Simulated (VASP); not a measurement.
# Te2Mo (P6_3/mmc) in VASP: a series of runs

Runs on Te2Mo. Level: LDA. Tasks: single point.

Everything below comes from runs of VASP 6.6.1. Logs are shortened: lines on timing, memory, paths and dates and some standing lists are left out, and cuts for length are marked.

### Step 1. The cell of the first run

It takes space group P6_3/mmc (No. 194, hexagonal). The conventional cell has a = 3.566 Å, b = 3.566 Å, c = 14.648 Å, α = 90.00°, β = 90.00°, γ = 120.00°. Within 3.6 Å of Te (site symmetry 3m) lie 3 Mo at 2.73 Å and 7 Te at 3.57 to 3.58 Å. Mo (site symmetry -6m2) has 6 Te at 2.73 Å and 6 Mo at 3.57 Å within 3.6 Å.

### Step 2. Single point, LDA

INCAR reads:

```
SYSTEM = Te2Mo
ALGO = Normal
EDIFF = 1E-7
ENCUT = 520
ISIF = 2
ISMEAR = 0
LASPH = .TRUE.
LCHARG = .FALSE.
LREAL = .FALSE.
LWAVE = .FALSE.
NBANDS = 35
NELM = 100
PREC = Accurate
SIGMA = 0.1
```

KPOINTS reads:

```
k-points
0
G
  6 6 2
  0 0 0
```

POSCAR reads:

```
Te2Mo
1.0
    3.5656545600      0.0000000000      0.0000000000
   -1.7828272800      3.0879474300      0.0000000000
    0.0000000000      0.0000000000     14.6477784100
Te Mo
4 2
Direct
    0.3333333300      0.6666666700      0.6278226900
    0.6666666700      0.3333333300      0.1278226900
    0.6666666700      0.3333333300      0.3721773100
    0.3333333300      0.6666666700      0.8721773100
    0.3333333300      0.6666666700      0.2500000000
    0.6666666700      0.3333333300      0.7500000000
```

Potentials or basis: VASP PAW LDA potentials, release 64 (Te, Mo_sv).

Run with:

```sh
> cat potpaw_LDA.64/Te/POTCAR potpaw_LDA.64/Mo_sv/POTCAR > POTCAR
> mpirun -np 1 vasp_std > vasp.out
```

OUTCAR:

```text
SYSTEM = Te2Mo
   EDIFF = 1E-7
   ENCUT = 520
   ISIF = 2
   ISMEAR = 0
   LASPH = .TRUE.
   LREAL = .FALSE.
   NELM = 100
   PREC = Accurate

 ion  position               nearest neighbor table
   1  0.333  0.667  0.628-   6 2.73   6 2.73   6 2.73   4 3.58
   2  0.667  0.333  0.128-   5 2.73   5 2.73   5 2.73   3 3.58
   3  0.667  0.333  0.372-   5 2.73   5 2.73   5 2.73   2 3.58
   4  0.333  0.667  0.872-   6 2.73   6 2.73   6 2.73   1 3.58
   5  0.333  0.667  0.250-   2 2.73   3 2.73   2 2.73   3 2.73   2 2.73   3 2.73
   6  0.667  0.333  0.750-   1 2.73   4 2.73   1 2.73   4 2.73   1 2.73   4 2.73

  LATTYP: Found a hexagonal cell.
 ALAT       =     3.5656545600
 C/A-ratio  =     4.1080194852

  Lattice vectors:

 A1 = (   3.5656545600,   0.0000000000,   0.0000000000)
 A2 = (  -1.7828272800,   3.0879474300,   0.0000000000)
 A3 = (   0.0000000000,   0.0000000000,  14.6477784100)

Analysis of symmetry for initial positions (statically):
=====================================================================
 Subroutine PRICEL returns:
 Original cell was already a primitive cell.

 Routine SETGRP: Setting up the symmetry group for a
 hexagonal supercell.

 Subroutine GETGRP returns: Found 24 space group operations
 (whereof 12 operations were pure point group operations)
 out of a pool of 24 trial point group operations.

The static configuration has the point symmetry D_3d.
 The point group associated with its full space group is D_6h.

Analysis of symmetry for dynamics (positions and initial velocities):
=====================================================================
 Subroutine PRICEL returns:
 Original cell was already a primitive cell.

 Routine SETGRP: Setting up the symmetry group for a
 hexagonal supercell.

 Subroutine GETGRP returns: Found 24 space group operations
 (whereof 12 operations were pure point group operations)
 out of a pool of 24 trial point group operations.

The dynamic configuration has the point symmetry D_3d.
 The point group associated with its full space group is D_6h.

 Subroutine INISYM returns: Found 24 space group operations
 (whereof 12 operations are pure point group operations),
 and found     1 'primitive' translations

----------------------------------------------------------------------------------------

                                     Primitive cell

  volume of cell :     161.2802

  direct lattice vectors                    reciprocal lattice vectors
     3.565654560  0.000000000  0.000000000     0.280453416  0.161919855  0.000000000
    -1.782827280  3.087947430  0.000000000     0.000000000  0.323839710  0.000000000
     0.000000000  0.000000000 14.647778410     0.000000000  0.000000000  0.068269738

  length of vectors
     3.565654560  3.565654560 14.647778410     0.323839710  0.323839710  0.068269738

  position of ions in fractional coordinates (direct lattice)
     0.333333330  0.666666670  0.627822690
     0.666666670  0.333333330  0.127822690
     0.666666670  0.333333330  0.372177310
     0.333333330  0.666666670  0.872177310
     0.333333330  0.666666670  0.250000000
     0.666666670  0.333333330  0.750000000

  ion indices of the primitive-cell ions
   primitive index   ion index
                 1           1
                 2           2
                 3           3
                 4           4
                 5           5
                 6           6

----------------------------------------------------------------------------------------

 KPOINTS: k-points

Automatic generation of k-mesh.
 Grid dimensions read from file:
 generate k-points for:    6    6    2

 Generating k-lattice:

  Cartesian coordinates                     Fractional coordinates (reciprocal lattice)
     0.046742236  0.026986642  0.000000000     0.166666667  0.000000000  0.000000000
     0.000000000  0.053973285  0.000000000     0.000000000  0.166666667  0.000000000
     0.000000000  0.000000000  0.034134869     0.000000000  0.000000000  0.500000000

  Length of vectors
     0.053973285  0.053973285  0.034134869

  Shift w.r.t. Gamma in fractional coordinates (k-lattice)
     0.000000000  0.000000000  0.000000000

 Subroutine IBZKPT returns following result:
 ===========================================

 Found     14 irreducible k-points:

 Following reciprocal coordinates:
            Coordinates               Weight
  0.000000  0.000000  0.000000      1.000000
  0.166667  0.000000  0.000000      6.000000
  0.333333  0.000000  0.000000      6.000000
  0.500000  0.000000  0.000000      3.000000
  0.166667  0.166667  0.000000      6.000000
  0.333333  0.166667  0.000000     12.000000
  0.333333  0.333333  0.000000      2.000000
  0.000000  0.000000  0.500000      1.000000
  0.166667  0.000000  0.500000      6.000000
  0.333333  0.000000  0.500000      6.000000
  0.500000  0.000000  0.500000      3.000000
  0.166667  0.166667  0.500000      6.000000
  0.333333  0.166667  0.500000     12.000000
  0.333333  0.333333  0.500000      2.000000
   k-points           NKPTS =     14   k-points in BZ     NKDIM =     14   number of bands    NBANDS=     35
   number of dos      NEDOS =    301   number of ions     NIONS =      6
   total plane-waves  NPLWV =  87808
   dimension x,y,z NGX =    28 NGY =   28 NGZ =  112
   dimension x,y,z NGXF=    56 NGYF=   56 NGZF=  224
   ions per type =               4   2
   NGX,Y,Z   is equivalent  to a cutoff of  13.05, 13.05, 12.71 a.u.
   NGXF,Y,Z  is equivalent  to a cutoff of  26.11, 26.11, 25.42 a.u.
 SYSTEM =  Te2Mo
   PREC   = accura    normal or accurate (medium, high low for compatibility)
   ISTART =      0    job   : 0-new  1-cont  2-samecut
   ICHARG =      2    charge: 1-file 2-atom 10-const
   ISPIN  =      1    spin polarized calculation?
   LNONCOLLINEAR =      F non collinear calculations
   LSORBIT =      F    spin-orbit coupling
   LASPH  =      T    aspherical Exc in radial PAW
   ENCUT  =  520.0 eV  38.22 Ry    6.18 a.u.   6.63  6.63 27.24*2*pi/ulx,y,z
   NELM   =    100;   NELMIN=  2; NELMDL= -5     # of ELM steps
   EDIFF  = 0.1E-06   stopping-criterion for ELM
   LREAL  =      F    real-space projection
   EDIFFG = 0.1E-05   stopping-criterion for IOM
   NSW    =      0    number of steps for IOM
   IBRION =     -1    ionic relax: 0-MD 1-quasi-New 2-CG
   NFREE  =      0    steps in history (QN), initial steepest desc. (CG)
   ISIF   =      2    stress and relaxation
   ISYM   =      2    0-nonsym 1-usesym 2-fastsym
   POTIM  = 0.5000    time-step for ionic-motion
   TEBEG  =    0.0;   TEEND  =   0.0 temperature during run
   PSTRESS=    0.0 pullay stress
   NELECT =      52.0000    total number of electrons
   NUPDOWN=      -1.0000    fix difference up-down
   EMIN   =  10.00;   EMAX   =-10.00  energy-range for DOS
   EFERMI =   0.00;   METHOD = LEGACY
   ISMEAR =     0;   SIGMA  =   0.10  broadening in eV -4-tet -1-fermi 0-gaus
   EFERMI_NEDOS =   21; number of points for ismear=-14 and -15
   IALGO  =     38    algorithm
   IMIX   =      4    mixing-type and parameters
     AMIX     =   0.40;   BMIX     =  1.00
     AMIX_MAG =   1.60;   BMIX_MAG =  1.00
  volume/ion in A,a.u.               =      26.88       181.40
  Fermi-wavevector in a.u.,A,eV,Ry     =   1.122576  2.121360 17.145738  1.260176
  Thomas-Fermi vector in A             =   2.259237
   LORBIT       =      0    0 simple, 1 ext, 2 COOP (PROOUT), +10 PAW based schemes
   GGA     = CA    functional components
   LHFCALC =     F    Hartree Fock is set to
   AEXX    =    0.0000 exact exchange contribution
   IVDW    =     0    specifies the selected vdW correction
   LEPSILON=     F    determine dielectric tensor
   LRPA    =     F    only Hartree local field effects (RPA)
 non-spin polarized calculation
 Gauss-broadening in eV      SIGMA  =   0.10
  energy-cutoff  :      520.00
  volume of cell :      161.28
 maximum number of plane-waves:      4410
 NGX is ok and might be reduce to    28
   NGX = 13   NGY = 13   NGZ = 55

 number of electron      52.0000002 magnetization

 Free energy of the ion-electron system (eV)
  ---------------------------------------------------
  ext. energy  EPLUGINS =         0.00000000
  ---------------------------------------------------
  free energy    TOTEN  =       -41.07223315 eV

  energy without entropy =      -41.07223315  energy(sigma->0) =      -41.07223315

 E-fermi :   7.4569     XC(G=0): -10.2307

 val. band max:        6.9874526807   @ k =   0.0000   0.0000   0.0000
 cond. band min:       7.8973715993   @ k =   0.3333   0.3333   0.0000
 fundamental gap:      0.9099189186
 Fermi energy:         7.4569278182

 k-point     1 :       0.0000    0.0000    0.0000
  band No.  band energies     occupation
      1     -53.4387      2.00000
      2     -53.4386      2.00000
      3     -27.7739      2.00000
      4     -27.7739      2.00000
      5     -27.6673      2.00000
      6     -27.6673      2.00000
[... 27 lines left out ...]
     34      10.2618      0.00000
     35      12.2306      0.00000

 k-point     2 :       0.1667    0.0000    0.0000
  band No.  band energies     occupation
      1     -53.4366      2.00000
      2     -53.4365      2.00000
      3     -27.7675      2.00000
      4     -27.7675      2.00000
      5     -27.6963      2.00000
      6     -27.6963      2.00000
[... 27 lines left out ...]
     34      10.2707      0.00000
     35      12.9835      0.00000

 k-point     3 :       0.3333    0.0000    0.0000
  band No.  band energies     occupation
      1     -53.4323      2.00000
      2     -53.4323      2.00000
      3     -27.7545      2.00000
      4     -27.7545      2.00000
      5     -27.7538      2.00000
      6     -27.7538      2.00000
[... 27 lines left out ...]
     34      10.6409      0.00000
     35      12.0232      0.00000
[... 343 lines left out ...]
 k-point    13 :       0.3333    0.1667    0.5000
  band No.  band energies     occupation
      1     -53.4302      2.00000
      2     -53.4302      2.00000
      3     -27.7679      2.00000
      4     -27.7679      2.00000
      5     -27.7481      2.00000
      6     -27.7481      2.00000
[... 27 lines left out ...]
     34      10.4364      0.00000
     35      11.8651      0.00000

 k-point    14 :       0.3333    0.3333    0.5000
  band No.  band energies     occupation
      1     -53.4292      2.00000
      2     -53.4292      2.00000
      3     -27.7552      2.00000
      4     -27.7552      2.00000
      5     -27.7448      2.00000
      6     -27.7448      2.00000
[... 27 lines left out ...]
     34      10.6422      0.00000
     35      11.9208      0.00000

------------------------ aborting loop because EDIFF is reached ----------------------------------------

  FORCE on cell =-STRESS in cart. coord.  units (eV):
  Direction    XX          YY          ZZ          XY          YZ          ZX
  --------------------------------------------------------------------------------------
  -------------------------------------------------------------------------------------
  Total       -4.8888197     -4.8888197     -3.5658552      0.0000000      0.0000000     -0.0000000
  in kB      -48.5661499    -48.5661499    -35.4236541      0.0000000      0.0000000     -0.0000000
  external PRESSURE =     -44.1853179 kB  Pullay stress =       0.0000000 kB

 VOLUME and BASIS-vectors are now :
 -----------------------------------------------------------------------------
  energy-cutoff  :      520.00
  volume of cell :      161.28
      direct lattice vectors                 reciprocal lattice vectors
     3.565654560  0.000000000  0.000000000     0.280453416  0.161919855  0.000000000
    -1.782827280  3.087947430  0.000000000     0.000000000  0.323839710  0.000000000
     0.000000000  0.000000000 14.647778410     0.000000000  0.000000000  0.068269738

 POSITION                                       TOTAL-FORCE (eV/Angst)
 -----------------------------------------------------------------------------------
     -0.00000      2.05863      9.19621        -0.000000     -0.000000      0.258270
      1.78283      1.02932      1.87232        -0.000000      0.000000      0.258270
      1.78283      1.02932      5.45157        -0.000000      0.000000     -0.258270
     -0.00000      2.05863     12.77546         0.000000     -0.000000     -0.258270
     -0.00000      2.05863      3.66194         0.000000     -0.000000      0.000000
      1.78283      1.02932     10.98583        -0.000000      0.000000      0.000000
 -----------------------------------------------------------------------------------
    total drift:                               -0.000014      0.000008     -0.000000

  FREE ENERGIE OF THE ION-ELECTRON SYSTEM (eV)
  ---------------------------------------------------
  free  energy   TOTEN  =       -41.0722331469 eV

  energy  without entropy=      -41.0722331469  energy(sigma->0) =      -41.07223315
```

Wall time 1.9 min (1 thread of AMD EPYC 7R13, shared host); peak memory 0.23 GiB.

What came out:

| Quantity | Value |
| --- | --- |
| Free energy | -41.0722 eV |
| Pressure | -4.4 GPa |
| Largest force | 0.258 eV/Å |
| Band gap on the k mesh | 0.91 eV (least direct gap 0.97 eV) |

Forces in eV/Å, atoms in the order of the input:
```
Te   0.000  0.000  0.258
Te   0.000  0.000  0.258
Te   0.000  0.000 -0.258
Te   0.000  0.000 -0.258
Mo   0.000  0.000  0.000
Mo   0.000  0.000  0.000
```

Stress tensor (GPa, compression positive):
```
-4.86  0.00  0.00
 0.00 -4.86  0.00
 0.00  0.00 -3.54
```

Levels at points of the mesh, in eV from the valence-band top:
```tsv
k point	band 22	band 23	band 24	band 25	band 26	band 27	band 28	band 29	band 30	band 31
(0.00, 0.00, 0.00)	-1.01	-1.01	-0.81	-0.56	0.00	2.88	2.88	2.95	2.95	3.14
(0.50, 0.00, 0.00)	-1.62	-0.84	-0.81	-0.54	-0.39	1.24	1.28	1.49	1.70	2.69
(0.00, 0.00, 0.50)	-1.02	-1.02	-1.02	-0.12	-0.12	2.91	2.91	2.91	2.91	3.22
(0.50, 0.00, 0.50)	-1.68	-0.82	-0.82	-0.46	-0.46	1.26	1.26	1.60	1.60	3.05
```

Caveat: the cell stands under tension; spin-orbit coupling is left out, which moves the levels of the heavy elements. A k mesh can miss the band edges.

### Step 3. Single point, LDA

This run uses another cell than the first one, of 23.97 Å³/atom.

INCAR reads:

```
PREC = Accurate ; ENCUT = 520
EDIFF = 1E-6 ; ISMEAR = 0
SIGMA = 0.02 ; LREAL = F
LASPH = T ; NELM = 100
ALGO = Normal ; ISIF = 2
LWAVE = F ; LCHARG = F
GGA = CA ; NBANDS = 35
```

KPOINTS reads:

```
Automatic mesh
0
Gamma
  12 12 2
```

POSCAR reads:

```
Te2Mo
1.0
    3.4728896294      0.0000000000      0.0000000000
   -1.7364448147      3.0076106436      0.0000000000
    0.0000000000      0.0000000000     13.7686843818
Te Mo
4 2
Direct
    0.3333333333      0.6666666667      0.6195394966
    0.6666666667      0.3333333333      0.1195394966
    0.6666666667      0.3333333333      0.3804605034
    0.3333333333      0.6666666667      0.8804605034
    0.3333333333      0.6666666667      0.2500000000
    0.6666666667      0.3333333333      0.7500000000
```

Potentials or basis: VASP PAW LDA potentials, release 64 (Te, Mo_sv).

Run with:

```sh
> cat potpaw_LDA.64/Te/POTCAR potpaw_LDA.64/Mo_sv/POTCAR > POTCAR
> mpirun -np 1 vasp_std > vasp.out
```

It took 4.6 min on 1 thread of AMD EPYC 7R13, shared host; peak memory 0.29 GiB.

It converged, with:

| Property | Result |
| --- | --- |
| Free energy | -41.2638 eV |
| Pressure | 0.3 GPa |
| Largest force | 0.054 eV/Å |
| Band gap on the k mesh | 0.68 eV (least direct gap 1.10 eV) |

Forces in eV/Å, atoms in the order of the input:
```
Te   0.000  0.000 -0.054
Te   0.000  0.000 -0.054
Te   0.000  0.000  0.054
Te   0.000  0.000  0.054
Mo   0.000  0.000  0.000
Mo   0.000  0.000  0.000
```

Stress tensor (GPa, compression positive):
```
0.20 0.00 0.00
0.00 0.20 0.00
0.00 0.00 0.38
```

Levels at points of the mesh, in eV from the valence-band top:
| k point | band 22 | band 23 | band 24 | band 25 | band 26 | band 27 | band 28 | band 29 | band 30 | band 31 |
| --- | --- | --- | --- | --- | --- | --- | --- | --- | --- | --- |
| (0.00, 0.00, 0.00) | -1.08 | -1.04 | -1.04 | -0.25 | 0.00 | 3.00 | 3.00 | 3.16 | 3.16 | 3.24 |
| (0.50, 0.00, 0.00) | -1.87 | -1.08 | -1.03 | -0.59 | -0.25 | 1.31 | 1.37 | 1.46 | 1.86 | 2.62 |
| (0.00, 0.00, 0.50) | -1.06 | -1.06 | -1.06 | -0.07 | -0.07 | 3.04 | 3.04 | 3.04 | 3.04 | 3.42 |
| (0.50, 0.00, 0.50) | -2.01 | -1.03 | -1.03 | -0.42 | -0.42 | 1.33 | 1.33 | 1.68 | 1.68 | 3.09 |

Caveat: spin-orbit coupling is left out, which moves the levels of the heavy elements.

### Step 4. Single point, LDA

This run uses another cell than the first one, of 23.97 Å³/atom.

INCAR reads:

```
SYSTEM = Te2Mo
PREC     = Accurate       ! precision mode
ENCUT    = 520            ! plane-wave cutoff, eV
EDIFF    = 1E-6           ! SCF threshold, eV
ISMEAR   = 0              ! smearing method
SIGMA    = 0.02           ! smearing width, eV
LREAL    = .False.        ! projectors in reciprocal space
LASPH    = .True.         ! aspherical terms in the spheres
NELM     = 60             ! most SCF steps
ALGO     = Normal         ! electronic algorithm
ISIF     = 2              ! what is computed and relaxed
LWAVE    = .False.        ! write WAVECAR
LCHARG   = .False.        ! write CHGCAR
NBANDS   = 35             ! bands
```

KPOINTS reads:

```
Automatic mesh
0
Gamma
  12 12 2
  0 0 0
```

POSCAR is that of step 3.

Run with:

```sh
> cat potpaw_LDA.64/Te/POTCAR potpaw_LDA.64/Mo_sv/POTCAR > POTCAR
> mpirun -np 1 vasp_std > vasp.out
```

Wall time 5.3 min (1 thread of AMD EPYC 7R13, shared host); peak memory 0.29 GiB.

Results (log left out):

| Item | Value |
| --- | --- |
| Free energy | -41.2638 eV |
| Pressure | 0.3 GPa |
| Largest force | 0.054 eV/Å |
| Band gap on the k mesh | 0.68 eV (least direct gap 1.10 eV) |

Forces in eV/Å, atoms in the order of the input:
```
Te   0.000  0.000 -0.054
Te   0.000  0.000 -0.054
Te   0.000  0.000  0.054
Te   0.000  0.000  0.054
Mo   0.000  0.000  0.000
Mo   0.000  0.000  0.000
```

Stress tensor (GPa, compression positive):
```
0.20 0.00 0.00
0.00 0.20 0.00
0.00 0.00 0.38
```

Levels at points of the mesh, in eV from the valence-band top:
```tsv
k point	band 23	band 24	band 25	band 26	band 27	band 28	band 29	band 30
(0.00, 0.00, 0.00)	-1.04	-1.04	-0.25	0.00	3.00	3.00	3.16	3.16
(0.50, 0.00, 0.00)	-1.08	-1.03	-0.59	-0.25	1.31	1.37	1.46	1.86
(0.00, 0.00, 0.50)	-1.06	-1.06	-0.07	-0.07	3.04	3.04	3.04	3.04
(0.50, 0.00, 0.50)	-1.03	-1.03	-0.42	-0.42	1.33	1.33	1.68	1.68
```

Caveat: spin-orbit coupling is left out, which moves the levels of the heavy elements.
